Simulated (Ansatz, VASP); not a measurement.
SiC in VASP and in Ansatz

The input INCAR:

```
ALGO = Normal
EDIFF = 1E-6
ENCUT = 600
GGA = PE
GGA_COMPAT = False
ISIF = 2
ISMEAR = 1
LASPH = True
LCHARG = False
LREAL = False
LWAVE = False
NBANDS = 16
NELM = 120
PREC = Accurate
SIGMA = 0.05
```

File KPOINTS:

```
k-points
0
Gamma
  6 6 4
```

File POSCAR:

```
SiC
1.0
    3.1373352533      0.0000000000      0.0000000000
   -1.5686676266      2.7170120295      0.0000000000
    0.0000000000      0.0000000000      4.9327190645
Si C
2 2
Direct
    0.3333333333      0.6666666667      0.2500000000
    0.6666666667      0.3333333333      0.7500000000
    0.6666666667      0.3333333333      0.2500000000
    0.3333333333      0.6666666667      0.7500000000
```

Input for Ansatz:

```yaml
crystal:
  lattice:
    - [3.1373352533, 0.0, 0.0]
    - [-1.5686676266, 2.7170120295, 0.0]
    - [0.0, 0.0, 4.9327190645]
  atoms:
    - { symbol: Si, position: [0.3333333333, 0.6666666667, 0.25] }
    - { symbol: Si, position: [0.6666666667, 0.3333333333, 0.75] }
    - { symbol: C, position: [0.6666666667, 0.3333333333, 0.25] }
    - { symbol: C, position: [0.3333333333, 0.6666666667, 0.75] }
kpoints:
  mp_grid: { grid: [6, 6, 4] }
hamiltonian:
  xc: pbe
scf:
  occupations: { method: cold, width: 0.05 }
  n_extra_bands: 5
output:
  forces: true
  stress: true
  eigenvalues: true
```

Alike in both runs: task single point; functional PBE; k mesh 6 × 6 × 4; no spin polarisation.

|  | VASP | Ansatz |
| --- | --- | --- |
| version | VASP 6.6.1 | Ansatz 0.2.0 |
| potentials or method | VASP PAW PBE potentials, release 64 (Si, C) | plane waves |
| plane-wave cutoff (eV) | 600 | 420 |
| occupations | methfessel-paxton of order 1, width 0.05 eV | cold, width 0.05 eV |
| valence electrons in the cell | 16 | 16 |

Ansatz gave:

```
pressure (GPa)                                                : 3.9
traceless stress, the component that is largest in VASP (GPa) : -3.42
```

Question: Which values does VASP return?

Answer: Pressure (GPa): 3.6; traceless stress, the component that is largest in VASP (GPa): -3.27.

The k mesh is coarse, so the values compare programs but aren't converged.
